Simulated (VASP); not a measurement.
FeBr4:

```xyz
5
Lattice="5.6702 0.0000 0.0000 0.0000 5.6702 0.0000 0.0000 0.0000 5.6702" Properties=species:S:1:pos:R:3 pbc="T T T"
Fe    0.0000    0.0000    0.0000
Br    1.3823    4.2879    4.2879
Br    4.2879    1.3823    4.2879
Br    4.2879    4.2879    1.3823
Br    1.3823    1.3823    1.3823
```

The cell was generated, and may not be a known phase.

* Program: VASP 6.6.1
* Task: relaxation of cell and atoms
* Functional: PBE
* Potentials or basis: VASP PAW PBE potentials, release 64 (Fe, Br)
* Cutoff: 600 eV
* k mesh: 2 × 2 × 2
* Occupations: gaussian, width 0.15 eV
* Spin: collinear spin, ferromagnetic start
* Starting moments: [4.0, 0.0, 0.0, 0.0, 0.0] μB

At the start: pressure -2.3 GPa; volume 36.46 Å³/atom.

Task: How do energy, volume and symmetry change on relaxing?

Result: Over 7 steps the energy falls by 44.1 meV/atom and the volume is 36.11 Å³/atom (-1.0 %); space group P-43m (No. 215, to 0.1 Å) before and after; moment 4.00 μB per cell.

The path:
```
step  energy change (eV)  largest force (eV/Å)  pressure (GPa)  volume (Å³)
   1              0.0000                0.8767           -2.34       182.30
   2             -0.1853                0.0973            0.32       168.60
   3             -0.1855                0.1205            0.27       168.90
   4             -0.1854                0.1406            0.20       169.16
   5             -0.1902                0.1272            0.20       170.28
   6             -0.2029                0.0855            0.22       173.66
   7             -0.2206                0.0133            0.33       180.56
```

Final structure:
```cif
data_structure
_symmetry_space_group_name_H-M 'P 1'
_symmetry_Int_Tables_number 1
_cell_length_a 5.6520
_cell_length_b 5.6520
_cell_length_c 5.6520
_cell_angle_alpha 90.000
_cell_angle_beta 90.000
_cell_angle_gamma 90.000
_cell_volume 180.56
loop_
_atom_site_label
_atom_site_type_symbol
_atom_site_fract_x
_atom_site_fract_y
_atom_site_fract_z
_atom_site_occupancy
Fe1 Fe 0.00000 0.00000 0.00000 1
Br1 Br 0.23296 0.76704 0.76704 1
Br2 Br 0.76704 0.23296 0.76704 1
Br3 Br 0.76704 0.76704 0.23296 1
Br4 Br 0.23296 0.23296 0.23296 1
```

Caveat: the k points lie up to 0.56 Å⁻¹ apart in the final cell.
